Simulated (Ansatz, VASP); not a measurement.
# Cr: VASP beside Ansatz

```
CELL_PARAMETERS angstrom
-1.41496 1.41496 1.41496
1.41496 -1.41496 1.41496
1.41496 1.41496 -1.41496
ATOMIC_POSITIONS crystal
Cr 0.00000 0.00000 0.00000
```

Alike in both runs: task single point; functional r2SCAN; k mesh 15 × 15 × 15; occupations methfessel-paxton of order 1, width 0.6 eV; no spin polarisation.

```csv
,VASP,Ansatz
version,VASP 6.6.1,Ansatz 0.2.0
potentials or method,"VASP PAW PBE potentials, release 64 (Cr_pv), cutoff 550 eV","plane waves (500 eV) with PAW, scalar-relativistic"
valence electrons in the cell,12,14
```

Ansatz gave:

| Item | Value |
| --- | --- |
| pressure (GPa) | -0.5 |

Q: What did VASP give for the same quantities?

A: Pressure (GPa): 0.2.

VASP's potentials were made for PBE, not for r2SCAN. VASP's potentials hold 12 valence electrons a cell and Ansatz's 14, so a difference there can come from the potentials and not from the codes.
